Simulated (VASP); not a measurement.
Here is a VASP 6.6.1 calculation.

The input INCAR:

```
PREC     = Accurate       # precision mode
ENCUT    = 520            # plane-wave cutoff, eV
EDIFF    = 1E-6           # SCF threshold, eV
ISMEAR   = 0              # smearing method
SIGMA    = 0.1            # smearing width, eV
LREAL    = F              # projectors in reciprocal space
LASPH    = T              # aspherical terms in the spheres
NELM     = 80             # most SCF steps
ALGO     = Normal         # electronic algorithm
ISIF     = 2              # what is computed and relaxed
LWAVE    = F              # write WAVECAR
LCHARG   = F              # write CHGCAR
GGA      = PE             # functional
NBANDS   = 38             # bands
```

KPOINTS

```
Automatic mesh
0
Gamma
  12 12 12
```

POSCAR

```
Ge4P
1.0
    1.8722976580      1.0809715579      7.9523117253
   -1.8722976580      1.0809715579      7.9523117253
    0.0000000000     -2.1619431125      7.9523117258
Ge P
4 1
Direct
    0.6063213536      0.6063213536      0.6063213536
    0.1959318209      0.1959318209      0.1959318209
    0.8040681791      0.8040681791      0.8040681791
    0.3936786464      0.3936786464      0.3936786464
    0.0000000000      0.0000000000      0.0000000000
```

Potentials or basis: VASP PAW PBE potentials, release 64 (Ge_d, P).

The run is started by

```console
$ cat potpaw_PBE.64/Ge_d/POTCAR potpaw_PBE.64/P/POTCAR > POTCAR
$ mpirun -np 1 vasp_std > vasp.out
```

Task: Estimate the largest force.

Result: 0.006 eV/Å.

Task: Estimate the band gap on the k mesh.

Result: Zero (an odd number of electrons rules out a gap without spin polarisation).

Task: Predict the pressure.

Result: 0.0 GPa.

Forces in eV/Å, atoms in the order of the input:
```
Ge   0.000  0.000  0.006
Ge   0.000  0.000  0.004
Ge   0.000  0.000 -0.004
Ge   0.000  0.000 -0.006
P    0.000  0.000  0.000
```
